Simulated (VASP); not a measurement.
Wanted: the native input for a VASP 6.6.1 run.

```yaml
Task: single point
Functional: PBE
Potentials_or_basis: VASP PAW PBE potentials, release 64 (Mo_sv)
Cutoff: 520 eV
k_mesh: 22 × 22 × 22
Occupations: gaussian, width 0.15 eV
Spin: no spin polarisation
Dipole_correction: no
Further_INCAR_settings: ALGO = Normal; EDIFF = 1e-07; NBANDS = 13
```

The structure of Mo lies in POSCAR:

```
Mo
1.0
   -1.5802194349      1.5802194349      1.5802194349
    1.5802194349     -1.5802194349      1.5802194349
    1.5802194349      1.5802194349     -1.5802194349
Mo
1
Direct
    0.0000000000      0.0000000000      0.0000000000
```

These files were run (other wordings do the same):

INCAR

```
ALGO = Normal ; EDIFF = 1E-7
ENCUT = 520 ; GGA = PE
ISIF = 2 ; ISMEAR = 0
LASPH = True ; LCHARG = False
LREAL = False ; LWAVE = False
NBANDS = 13 ; NELM = 80
PREC = Accurate ; SIGMA = 0.15
```

KPOINTS

```
k-points
0
Gamma
  22 22 22
```

Potentials or basis: VASP PAW PBE potentials, release 64 (Mo_sv).

The run is started by

```sh
$ cat potpaw_PBE.64/Mo_sv/POTCAR > POTCAR
$ mpirun -np 1 vasp_std > vasp.out
```

It gave:

```json
{
 "Pressure": "0.6 GPa",
 "Band gap on the k mesh": "zero (band 7 reaches 16.36 eV, above the bottom of band 8 at 11.09 eV)"
}
```

Wall time 37 s on 1 thread of AMD EPYC 7R13 Processor (Zen 3) (shared host), peak memory 0.14 GiB.
